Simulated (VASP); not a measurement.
Crystal: TiN.

```xyz
2
Lattice="0.0000 2.1296 2.1296 2.1296 0.0000 2.1296 2.1296 2.1296 0.0000" Properties=species:S:1:pos:R:3 pbc="T T T"
Ti    0.0000    0.0000    0.0000
N     2.1296    2.1296    2.1296
```

Base run:

* Program: VASP 6.6.1
* Functional: PBEsol
* Potentials or basis: VASP PAW PBE potentials, release 64 (Ti_sv, N)
* Cutoff: 520 eV
* k mesh: 20 × 20 × 20
* Occupations: gaussian, width 0.15 eV
* Spin: collinear spin
* Starting moments: [0.75, 0.0] μB
* Fixed moment: 0.75 μB

Its results: pressure -6.0 GPa; site moments Ti +0.57; N +0.04 μB.

Task: The run is repeated on the same cell with these changes: fixed moment from 0.75 μB to 1 μB; moments at the start from [0.75, 0.0] to [1.0, 0.0]. What comes out?

Result: Pressure -2.3 GPa; site moments Ti +0.75; N +0.06 μB.

Caveats: the PAW data sets were made with another functional, which shifts forces and pressure a little; the total moment is fixed, so each spin has its own Fermi level; the cell stands under tension (at least some runs).
